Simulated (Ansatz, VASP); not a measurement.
## SrCu2Sb2 in VASP and in Ansatz

INCAR

```
PREC = Accurate ; ENCUT = 520
EDIFF = 1E-7 ; ISMEAR = 1
SIGMA = 0.1 ; LREAL = False
LASPH = True ; NELM = 100
ALGO = Normal ; ISIF = 2
LWAVE = False ; LCHARG = True
LELF = True ; LVHAR = True
NBANDS = 53
```

File KPOINTS:

```
regular mesh
0
Gamma
  6 6 3
```

File POSCAR:

```
SrCu2Sb2
1.0
    4.6849168598      0.0000000000      0.0000000000
    0.0000000000      4.6849168598      0.0000000000
    0.0000000000      0.0000000000     11.0389788605
Sr Cu Sb
2 4 4
Direct
    0.5000000000      0.0000000000      0.2366100000
    0.0000000000      0.5000000000      0.7633900000
    0.5000000000      0.0000000000      0.6329100000
    0.0000000000      0.0000000000      0.0000000000
    0.0000000000      0.5000000000      0.3670900000
    0.5000000000      0.5000000000      0.0000000000
    0.0000000000      0.5000000000      0.1285300000
    0.5000000000      0.5000000000      0.5000000000
    0.0000000000      0.0000000000      0.5000000000
    0.5000000000      0.0000000000      0.8714700000
```

Input for Ansatz:

```yaml
crystal:
  lattice:
    - [4.6849168597631605, 0.0, 0.0]
    - [0.0, 4.6849168597631605, 0.0]
    - [0.0, 0.0, 11.038978860548271]
  atoms:
    - { symbol: Sr, position: [0.5, 0.0, 0.23661] }
    - { symbol: Sr, position: [0.0, 0.5, 0.76339] }
    - { symbol: Cu, position: [0.5, 0.0, 0.63291] }
    - { symbol: Cu, position: [0.0, 0.0, 0.0] }
    - { symbol: Cu, position: [0.0, 0.5, 0.36709] }
    - { symbol: Cu, position: [0.5, 0.5, 0.0] }
    - { symbol: Sb, position: [0.0, 0.5, 0.12853] }
    - { symbol: Sb, position: [0.5, 0.5, 0.5] }
    - { symbol: Sb, position: [0.0, 0.0, 0.5] }
    - { symbol: Sb, position: [0.5, 0.0, 0.87147] }
basis:
  ecutwfc: 500.0
kpoints:
  mp_grid:
    grid: [6, 6, 3]
hamiltonian:
  xc: lda
scf:
  occupations:
    method: methfessel_paxton
output:
  stress: true
```

Alike in both runs: task single point; functional LDA; k mesh 6 × 6 × 3; no spin polarisation.

```csv
,VASP,Ansatz
version,VASP 6.6.1,Ansatz 0.2.0
potentials or method,"VASP PAW LDA potentials, release 64 (Sr_sv, Cu, Sb), cutoff 520 eV","plane waves, PAW"
occupations,"methfessel-paxton of order 1, width 0.1 eV",methfessel-paxton of order 1
valence electrons in the cell,84,156
```

```tsv
	VASP	Ansatz	Ansatz less VASP
pressure (GPa)	-7.7	-8.0	-0.27
traceless stress, the component that is largest in VASP (GPa)	-0.20	-0.22	-0.021
```

LDA's correlation is that of Perdew and Zunger in VASP and of Perdew and Wang (1992) in Ansatz. VASP's potentials hold 84 valence electrons a cell and Ansatz's 156, so a difference there can come from the potentials and not from the codes.

Neither program's run includes spin-orbit coupling.
